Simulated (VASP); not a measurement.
Runs of VASP 6.6.1 on ZrSi7. The structure is that of space group P-43m (No. 215), or close to it. The cells are those of the table. 

```tsv
task	cell	k mesh	cutoff (eV)	smearing	gap on the mesh (eV)	pressure (GPa)	relaxed volume (Å³/atom)	largest force (eV/Å)
single point	a = 5.650 Å, 8 atoms	6 × 6 × 6	520	gaussian 0.1 eV	none	-0.1	-	-
relaxation of cell and atoms	relaxed from a = 5.733 Å, 8 atoms	4 × 4 × 4	600	gaussian 0.1 eV	none	0.0	22.54	0.02
relaxation of cell and atoms	relaxed from a = 5.650 Å, 8 atoms	6 × 6 × 6	600	gaussian 0.1 eV	none	0.0	22.53	-
single point	a = 5.650 Å, 8 atoms	4 × 4 × 4	520	gaussian 0.1 eV	none	-0.1	-	-
electric field gradients	a = 5.649 Å, 8 atoms	6 × 6 × 6	520	fermi-dirac 0.15 eV	none	0.0	-	(a)
```

Alike in all rows: level PBE; potentials or basis VASP PAW PBE potentials, release 64 (Zr_sv, Si); no spin polarisation.

Q: Estimate the missing entries.

A: (a) 0.01.

Caveats: the relaxation stopped at a loose force limit of 0.05 eV/Å, so its end isn't a converged minimum (some runs).

A k mesh can miss the band edges, and the runs leave out spin-orbit coupling on Zr.

A gap of «none» marks levels without a gap at the run's occupations.
